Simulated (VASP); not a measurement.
# LiCaO (P4/nmm) in VASP: a series of runs

Runs on LiCaO. Level: PBE. Tasks: single point.

Program: VASP 6.6.1. These are calculated values, not measurements. Logs are shortened: lines on timing, memory, paths and dates and some standing lists are left out, and cuts for length are marked.

## Step 1: The cell of the first run

Symmetry: P4/nmm, No. 129, tetragonal system. Conventional cell: a = 4.481 Å, b = 4.481 Å, c = 7.388 Å, α = 90.00°, β = 90.00°, γ = 90.00°. Within 4.2 Å of Li (site symmetry -4m2) lie 4 Li at 3.17 Å and 2 Ca at 3.69 Å and 4 O at 3.96 Å. Ca (site symmetry -4m2) has 4 O at 2.28 Å within 3.0 Å. O (site symmetry 4mm) has 4 Ca at 2.28 Å within 3.0 Å.

## Step 2: Single point, PBE

INCAR reads:

```
  PREC = Accurate
  ENCUT = 520
  EDIFF = 1E-7
  ISMEAR = 0
  SIGMA = 0.1
  LREAL = False
  LASPH = True
  NELM = 80
  ALGO = Normal
  ISIF = 2
  LWAVE = False
  LCHARG = True
  GGA = PE
  LELF = True
  LVHAR = True
  NBANDS = 28
```

KPOINTS reads:

```
regular mesh
0
Gamma
  4 4 4
```

POSCAR reads:

```
LiCaO
1.0
    4.4807721192      0.0000000000      0.0000000000
    0.0000000000      4.4807721192      0.0000000000
    0.0000000000      0.0000000000      7.3880040385
Li Ca O
2 2 2
Direct
    0.5000000000      0.5000000000      0.5000000000
    0.0000000000      0.0000000000      0.5000000000
    0.0000000000      0.0000000000      0.0000000000
    0.5000000000      0.5000000000      0.0000000000
    0.5000000000      0.0000000000      0.9418961481
    0.0000000000      0.5000000000      0.0581038519
```

Potentials or basis: VASP PAW PBE potentials, release 64 (Li_sv, Ca_sv, O).

Launch:

```console
$ cat potpaw_PBE.64/Li_sv/POTCAR potpaw_PBE.64/Ca_sv/POTCAR potpaw_PBE.64/O/POTCAR > POTCAR
$ mpirun -np 1 vasp_std > vasp.out
```

OUTCAR:

```text
PREC = Accurate
   ENCUT = 520
   EDIFF = 1E-7
   ISMEAR = 0
   LREAL = False
   LASPH = True
   NELM = 80
   ISIF = 2
   GGA = PE

 ion  position               nearest neighbor table
   1  0.500  0.500  0.500-
   2  0.000  0.000  0.500-
   3  0.000  0.000  0.000-   5 2.28   6 2.28   6 2.28   5 2.28   4 3.17   4 3.17   4 3.17   4 3.17

   4  0.500  0.500  0.000-   5 2.28   6 2.28   5 2.28   6 2.28   3 3.17   3 3.17   3 3.17   3 3.17

   5  0.500  0.000  0.942-   3 2.28   4 2.28   4 2.28   3 2.28
   6  0.000  0.500  0.058-   3 2.28   4 2.28   3 2.28   4 2.28

  LATTYP: Found a simple tetragonal cell.
 ALAT       =     4.4807721192
 C/A-ratio  =     1.6488238728

  Lattice vectors:

 A1 = (   4.4807721192,   0.0000000000,   0.0000000000)
 A2 = (   0.0000000000,   4.4807721192,   0.0000000000)
 A3 = (   0.0000000000,   0.0000000000,   7.3880040385)

Analysis of symmetry for initial positions (statically):
=====================================================================
 Subroutine PRICEL returns:
 Original cell was already a primitive cell.

 Routine SETGRP: Setting up the symmetry group for a
 simple tetragonal supercell.

 Subroutine GETGRP returns: Found 16 space group operations
 (whereof  8 operations were pure point group operations)
 out of a pool of 16 trial point group operations.

The static configuration has the point symmetry D_2d.
 The point group associated with its full space group is D_4h.

Analysis of symmetry for dynamics (positions and initial velocities):
=====================================================================
 Subroutine PRICEL returns:
 Original cell was already a primitive cell.

 Routine SETGRP: Setting up the symmetry group for a
 simple tetragonal supercell.

 Subroutine GETGRP returns: Found 16 space group operations
 (whereof  8 operations were pure point group operations)
 out of a pool of 16 trial point group operations.

The dynamic configuration has the point symmetry D_2d.
 The point group associated with its full space group is D_4h.

 Subroutine INISYM returns: Found 16 space group operations
 (whereof  8 operations are pure point group operations),
[... 93 lines left out ...]
   LSORBIT =      F    spin-orbit coupling
   LASPH  =      T    aspherical Exc in radial PAW
   ENCUT  =  520.0 eV  38.22 Ry    6.18 a.u.   8.33  8.33 13.74*2*pi/ulx,y,z
   NELM   =     80;   NELMIN=  2; NELMDL= -5     # of ELM steps
   EDIFF  = 0.1E-06   stopping-criterion for ELM
   LREAL  =      F    real-space projection
   EDIFFG = 0.1E-05   stopping-criterion for IOM
   NSW    =      0    number of steps for IOM
   IBRION =     -1    ionic relax: 0-MD 1-quasi-New 2-CG
   NFREE  =      0    steps in history (QN), initial steepest desc. (CG)
   ISIF   =      2    stress and relaxation
   ISYM   =      2    0-nonsym 1-usesym 2-fastsym
   POTIM  = 0.5000    time-step for ionic-motion
   TEBEG  =    0.0;   TEEND  =   0.0 temperature during run
   PSTRESS=    0.0 pullay stress
   NELECT =      38.0000    total number of electrons
   NUPDOWN=      -1.0000    fix difference up-down
   EMIN   =  10.00;   EMAX   =-10.00  energy-range for DOS
   EFERMI =   0.00;   METHOD = LEGACY
   ISMEAR =     0;   SIGMA  =   0.10  broadening in eV -4-tet -1-fermi 0-gaus
   EFERMI_NEDOS =   21; number of points for ismear=-14 and -15
   IALGO  =     38    algorithm
   IMIX   =      4    mixing-type and parameters
     AMIX     =   0.40;   BMIX     =  1.00
     AMIX_MAG =   1.60;   BMIX_MAG =  1.00
  volume/ion in A,a.u.               =      24.72       166.83
  Fermi-wavevector in a.u.,A,eV,Ry     =   1.039741  1.964825 14.708727  1.081061
  Thomas-Fermi vector in A             =   2.174285
   LORBIT       =      0    0 simple, 1 ext, 2 COOP (PROOUT), +10 PAW based schemes
   GGA     = PE    functional components
   LHFCALC =     F    Hartree Fock is set to
   AEXX    =    0.0000 exact exchange contribution
   IVDW    =     0    specifies the selected vdW correction
   LEPSILON=     F    determine dielectric tensor
   LRPA    =     F    only Hartree local field effects (RPA)
 non-spin polarized calculation
 Gauss-broadening in eV      SIGMA  =   0.10
  energy-cutoff  :      520.00
  volume of cell :      148.33
 maximum number of plane-waves:      4027
 NGX is ok and might be reduce to    36
   NGX = 17   NGY = 17   NGZ = 27

 number of electron      37.9999995 magnetization

 Free energy of the ion-electron system (eV)
  ---------------------------------------------------
  ext. energy  EPLUGINS =         0.00000000
  ---------------------------------------------------
  free energy    TOTEN  =       -26.48098283 eV

  energy without entropy =      -26.46329204  energy(sigma->0) =      -26.47213743

 E-fermi :   0.7492     XC(G=0):  -7.2690

 val. band max:        0.7476464686   @ k =   0.0000   0.0000   0.5000
 cond. band min:       0.7853641218   @ k =   0.5000   0.2500   0.2500
 fundamental gap:      0.0377176532
 Fermi energy:         0.7491958160

 k-point     1 :       0.0000    0.0000    0.0000
  band No.  band energies     occupation
      1     -46.9281      2.00000
      2     -46.9208      2.00000
      3     -38.6194      2.00000
      4     -38.4775      2.00000
      5     -19.9223      2.00000
      6     -19.8609      2.00000
[... 547 lines left out ...]
     27       6.7130      0.00000
     28       6.7130      0.00000

------------------------ aborting loop because EDIFF is reached ----------------------------------------

  FORCE on cell =-STRESS in cart. coord.  units (eV):
  Direction    XX          YY          ZZ          XY          YZ          ZX
  --------------------------------------------------------------------------------------
  -------------------------------------------------------------------------------------
  Total        0.2861986      0.2861986      0.1771033      0.0000000      0.0000000      0.0000000
  in kB        3.0913289      3.0913289      1.9129537      0.0000000      0.0000000      0.0000000
  external PRESSURE =       2.6985372 kB  Pullay stress =       0.0000000 kB

 VOLUME and BASIS-vectors are now :
 -----------------------------------------------------------------------------
  energy-cutoff  :      520.00
  volume of cell :      148.33
      direct lattice vectors                 reciprocal lattice vectors
     4.480772119  0.000000000  0.000000000     0.223175822  0.000000000  0.000000000
     0.000000000  4.480772119  0.000000000     0.000000000  0.223175822  0.000000000
     0.000000000  0.000000000  7.388004039     0.000000000  0.000000000  0.135354555

 POSITION                                       TOTAL-FORCE (eV/Angst)
 -----------------------------------------------------------------------------------
      2.24039      2.24039      3.69400        -0.000000      0.000000     -0.000000
      0.00000      0.00000      3.69400         0.000000      0.000000     -0.000000
      0.00000      0.00000      0.00000         0.000000     -0.000000     -0.000000
      2.24039      2.24039      0.00000        -0.000000      0.000000     -0.000000
      2.24039      0.00000      6.95873        -0.000000      0.000000     -0.031829
      0.00000      2.24039      0.42927         0.000000      0.000000      0.031829
 -----------------------------------------------------------------------------------
    total drift:                                0.000000      0.000000     -0.000000

  FREE ENERGIE OF THE ION-ELECTRON SYSTEM (eV)
  ---------------------------------------------------
  free  energy   TOTEN  =       -26.4809828262 eV

  energy  without entropy=      -26.4632920423  energy(sigma->0) =      -26.47213743
```

OSZICAR:

```text
N       E                     dE             d eps       ncg     rms          rms(c)
DAV:   1     0.366720737890E+03    0.36672E+03   -0.17978E+04  1008   0.129E+03
DAV:   2     0.550096108053E+01   -0.36122E+03   -0.34913E+03  1200   0.361E+02
DAV:   3    -0.308988449325E+02   -0.36400E+02   -0.36173E+02  1408   0.100E+02
DAV:   4    -0.338608505877E+02   -0.29620E+01   -0.29429E+01  1752   0.270E+01
DAV:   5    -0.341599577517E+02   -0.29911E+00   -0.29906E+00  1644   0.549E+00    0.140E+01
DAV:   6    -0.272175170801E+02    0.69424E+01   -0.37736E+01  1276   0.285E+01    0.617E+00
DAV:   7    -0.268156808793E+02    0.40184E+00   -0.37674E+00  1504   0.992E+00    0.309E+00
DAV:   8    -0.264735931615E+02    0.34209E+00   -0.88068E-01  1312   0.472E+00    0.609E-01
DAV:   9    -0.264764600545E+02   -0.28669E-02   -0.10708E-01  1436   0.134E+00    0.377E-01
DAV:  10    -0.264820554657E+02   -0.55954E-02   -0.26052E-02  1304   0.693E-01    0.202E-01
DAV:  11    -0.264809739582E+02    0.10815E-02   -0.92357E-03  1276   0.388E-01    0.604E-02
DAV:  12    -0.264809849601E+02   -0.11002E-04   -0.97585E-04  1360   0.163E-01    0.231E-02
DAV:  13    -0.264809858092E+02   -0.84913E-06   -0.14583E-04  1280   0.560E-02    0.857E-03
DAV:  14    -0.264809831217E+02    0.26875E-05   -0.18564E-05  1492   0.205E-02    0.561E-03
DAV:  15    -0.264809826924E+02    0.42925E-06   -0.69588E-06  1120   0.112E-02    0.199E-03
DAV:  16    -0.264809827469E+02   -0.54457E-07   -0.12282E-06  1136   0.472E-03    0.929E-04
DAV:  17    -0.264809828262E+02   -0.79302E-07   -0.22730E-07   976   0.215E-03
   1 F= -.26480983E+02 E0= -.26472137E+02  d E =-.176908E-01
```

Run time: 1.9 min. Hardware: 1 thread of Oxide Virtual Turin-like, shared host; peak memory 0.25 GiB.

Results:

| Property | Result |
| --- | --- |
| Free energy | -26.4810 eV |
| Largest force | 0.032 eV/Å |
| Band gap on the k mesh | zero (bands 19 and 20 overlap by 1.17 eV) |

Forces on the atoms (eV/Å):
```
Li   0.000  0.000  0.000
Li   0.000  0.000  0.000
Ca   0.000  0.000  0.000
Ca   0.000  0.000  0.000
O    0.000  0.000 -0.032
O    0.000  0.000  0.032
```

Levels at points of the mesh, in eV from the Fermi level:
| k point | band 17 | band 18 | band 19 | band 20 | band 21 | band 22 |
| --- | --- | --- | --- | --- | --- | --- |
| (0.00, 0.00, 0.00) | -1.65 | -1.65 | -1.54 | 1.42 | 3.15 | 3.21 |
| (0.50, 0.00, 0.00) | -1.95 | -1.95 | -0.43 | -0.43 | 2.63 | 2.63 |
| (0.50, 0.50, 0.00) | -2.25 | -2.25 | 0.46 | 0.46 | 1.64 | 1.64 |
| (0.00, 0.00, 0.50) | -1.65 | -1.65 | -0.99 | 0.00 | 2.98 | 2.98 |
| (0.50, 0.00, 0.50) | -1.95 | -1.95 | -0.04 | -0.04 | 1.66 | 1.66 |
| (0.50, 0.50, 0.50) | -2.31 | -2.31 | 0.74 | 0.74 | 1.94 | 1.94 |

Caveat: the cutoff is under 1.25 times the usual one of these potentials, so pressure, stress and relaxed cells hold a basis-set (Pulay) error.

## Step 3: Single point, PBE, collinear spin, ferromagnetic start

This run uses another cell than the first one, of 12.83 Å³/atom.

INCAR reads:

```
SYSTEM = LiCaO
ALGO = Normal
EDIFF = 1E-7
ENCUT = 520
GGA = PE
ISIF = 2
ISMEAR = 0
ISPIN = 2
LASPH = .TRUE.
LCHARG = .TRUE.
LELF = .TRUE.
LORBIT = 11
LREAL = .FALSE.
LVHAR = .TRUE.
LWAVE = .FALSE.
MAGMOM = 0 0 0 0 1 1
NBANDS = 32
NELM = 150
PREC = Accurate
SIGMA = 0.1
```

KPOINTS reads:

```
k-points
0
G
  4 4 4
  0 0 0
```

POSCAR reads:

```
LiCaO
1.0
    3.7893606300      0.0000000000      0.0000000000
    0.0000000000      3.7893606300      0.0000000000
    0.0000000000      0.0000000000      5.3589652000
Li Ca O
2 2 2
Direct
    0.5000000000      0.5000000000      0.5000000000
    0.0000000000      0.0000000000      0.5000000000
    0.0000000000      0.0000000000      0.0000000000
    0.5000000000      0.5000000000      0.0000000000
    0.5000000000      0.0000000000      0.7500000000
    0.0000000000      0.5000000000      0.2500000000
```

Potentials or basis: VASP PAW PBE potentials, release 64 (Li_sv, Ca_sv, O).

Launch:

```console
$ cat potpaw_PBE.64/Li_sv/POTCAR potpaw_PBE.64/Ca_sv/POTCAR potpaw_PBE.64/O/POTCAR > POTCAR
$ mpirun -np 1 vasp_std > vasp.out
```

It took 2.2 min on 1 thread of Oxide Virtual Turin-like, shared host; peak memory 0.2 GiB.

It converged, with:

```
Free energy                                           : -24.3740 eV
Largest force                                         : 0.558 eV/Å
Net moment                                            : 1.88 μB per cell
Site moments                                          : Li +0.02; Ca +0.24; O +0.08 μB
Valence electrons inside the program's atomic spheres : Li 2.06; Ca 8.43; O 4.99
```

Forces on the atoms (eV/Å):
```
Li   0.000  0.000  0.000
Li   0.000  0.000  0.000
Ca   0.000  0.000  0.000
Ca   0.000  0.000  0.000
O    0.000  0.000 -0.558
O    0.000  0.000  0.558
```

Levels at points of the mesh, in eV from the Fermi level:
Spin up:
```
           k point  band 17  band 18  band 19  band 20  band 21  band 22  band 23  band 24
(0.00, 0.00, 0.00)    -4.97    -4.97    -2.09    -0.93    -0.19     1.59     3.20     3.49
(0.50, 0.00, 0.00)    -5.06    -5.06    -0.48    -0.48     2.22     2.22     2.44     2.44
(0.50, 0.50, 0.00)    -4.92    -4.92    -1.15    -1.15     1.00     1.00     3.43     3.43
(0.00, 0.00, 0.50)    -4.60    -4.60    -1.24    -0.18    -0.03     1.06     1.21     2.97
(0.50, 0.00, 0.50)    -5.09    -5.09     0.09     0.09     2.14     2.14     2.46     2.46
(0.50, 0.50, 0.50)    -5.06    -5.06    -1.32    -1.32     1.02     1.02     3.34     3.34
```
Spin down:
```tsv
k point	band 16	band 17	band 18	band 19	band 20	band 21
(0.00, 0.00, 0.00)	-5.21	-4.82	-4.82	-0.63	0.09	0.51
(0.50, 0.00, 0.00)	-4.92	-4.85	-4.85	0.92	0.92	2.64
(0.50, 0.50, 0.00)	-4.93	-4.79	-4.79	0.39	0.39	1.27
(0.00, 0.00, 0.50)	-5.31	-4.47	-4.47	0.10	0.12	1.27
(0.50, 0.00, 0.50)	-4.99	-4.95	-4.95	1.42	1.42	2.51
(0.50, 0.50, 0.50)	-4.98	-4.84	-4.84	0.09	0.09	1.28
```

Caveat: the k points lie up to 0.41 Å⁻¹ apart; the cutoff is under 1.25 times the usual one of these potentials, so pressure, stress and relaxed cells hold a basis-set (Pulay) error.

## Step 4: Single point, PBE, collinear spin, ferromagnetic start

INCAR reads:

```
SYSTEM = LiCaO
PREC = Accurate
ENCUT = 520
EDIFF = 1E-6
ISMEAR = 0
SIGMA = 0.1
LREAL = .FALSE.
LASPH = .TRUE.
NELM = 150
ALGO = Normal
ISIF = 2
LWAVE = .FALSE.
LCHARG = .FALSE.
ISPIN = 2
MAGMOM = 0 0 0 0 1 1
LORBIT = 11
GGA = PE
NBANDS = 32
```

KPOINTS reads:

```
Automatic mesh
0
G
  4 4 4
  0 0 0
```

POSCAR reads:

```
LiCaO
1.0
    4.4807721192      0.0000000000      0.0000000000
    0.0000000000      4.4807721192      0.0000000000
    0.0000000000      0.0000000000      7.3880040385
Li Ca O
2 2 2
Direct
    0.5000000000      0.5000000000      0.5000000000
    0.0000000000      0.0000000000      0.5000000000
    0.0000000000      0.0000000000      0.0000000000
    0.5000000000      0.5000000000      0.0000000000
    0.5000000000      0.0000000000      0.9418961481
    0.0000000000      0.5000000000      0.0581038519
```

Launch:

```console
$ cat potpaw_PBE.64/Li_sv/POTCAR potpaw_PBE.64/Ca_sv/POTCAR potpaw_PBE.64/O/POTCAR > POTCAR
$ mpirun -np 1 vasp_std > vasp.out
```

It took 4.6 min on 1 thread of Oxide Virtual Turin-like, shared host; peak memory 0.33 GiB.

The run converged. Its results:

```yaml
Free_energy: -26.4833 eV
Largest_force: 0.032 eV/Å
Net_moment: -0.38 μB per cell
Valence_electrons_inside_the_program's_atomic_spheres: Li 2.05; Ca 8.24; O 4.98
```

Forces on the atoms (eV/Å):
```
Li   0.000  0.000  0.000
Li   0.000  0.000  0.000
Ca   0.000  0.000  0.000
Ca   0.000  0.000  0.000
O    0.000  0.000 -0.032
O    0.000  0.000  0.032
```

Levels at points of the mesh, in eV from the Fermi level:
Spin up:
```csv
k point,band 16,band 17,band 18,band 19,band 20,band 21,band 22,band 23
"(0.00, 0.00, 0.00)",-1.93,-1.65,-1.65,-1.47,1.50,3.15,3.34,3.34
"(0.50, 0.00, 0.00)",-2.22,-1.95,-1.95,-0.30,-0.30,2.70,2.70,4.30
"(0.50, 0.50, 0.00)",-2.50,-2.25,-2.25,0.62,0.62,1.73,1.73,3.32
"(0.00, 0.00, 0.50)",-1.92,-1.65,-1.65,-0.89,0.06,3.09,3.09,3.15
"(0.50, 0.00, 0.50)",-2.28,-1.95,-1.95,0.09,0.09,1.71,1.71,4.38
"(0.50, 0.50, 0.50)",-2.51,-2.30,-2.30,0.89,0.89,2.04,2.04,2.58
```
Spin down:
| k point | band 15 | band 16 | band 17 | band 18 | band 19 | band 20 | band 21 | band 22 | band 23 | band 24 |
| --- | --- | --- | --- | --- | --- | --- | --- | --- | --- | --- |
| (0.00, 0.00, 0.00) | -1.93 | -1.93 | -1.66 | -1.66 | -1.60 | 1.33 | 3.07 | 3.07 | 3.15 | 3.32 |
| (0.50, 0.00, 0.00) | -2.25 | -2.25 | -1.95 | -1.95 | -0.56 | -0.56 | 2.56 | 2.56 | 4.21 | 4.21 |
| (0.50, 0.50, 0.00) | -2.51 | -2.51 | -2.27 | -2.27 | 0.32 | 0.32 | 1.55 | 1.55 | 3.19 | 3.19 |
| (0.00, 0.00, 0.50) | -1.93 | -1.93 | -1.66 | -1.66 | -1.09 | -0.07 | 2.87 | 2.87 | 3.15 | 4.33 |
| (0.50, 0.00, 0.50) | -2.31 | -2.31 | -1.95 | -1.95 | -0.17 | -0.17 | 1.60 | 1.60 | 4.27 | 4.27 |
| (0.50, 0.50, 0.50) | -2.51 | -2.51 | -2.33 | -2.33 | 0.59 | 0.59 | 1.83 | 1.83 | 2.49 | 2.49 |

Caveat: the cutoff is under 1.25 times the usual one of these potentials, so pressure, stress and relaxed cells hold a basis-set (Pulay) error; a moment this small can come from the mesh or the smearing.

## Step 5: Overview

```csv
spin,cell,gap on the mesh (eV),moment (μB),largest force (eV/Å)
off,"a = 4.481, b = 4.481, c = 7.388 Å, 6 atoms, atomic positions A",none,-,0.03
"collinear, ferromagnetic start","a = 3.789, b = 3.789, c = 5.359 Å, 6 atoms, atomic positions B",none,1.88,0.56
"collinear, ferromagnetic start","a = 4.481, b = 4.481, c = 7.388 Å, 6 atoms, atomic positions A",none,0.38,0.03
```

Alike in all rows: task single point; level PBE; potentials or basis VASP PAW PBE potentials, release 64 (Li_sv, Ca_sv, O); k mesh 4 × 4 × 4; cutoff (eV) 520; smearing gaussian 0.1 eV.

Caveats: some runs use coarse meshes; the cutoff is under 1.25 times the usual one of these potentials, so pressure, stress and relaxed cells hold a basis-set (Pulay) error; a moment this small can come from the mesh or the smearing (at least some runs).

Total energies depend on the potentials used, so only differences within one code and one set of settings carry meaning.

The gap in the log of VASP goes by the Fermi energy; the results here count the filled bands.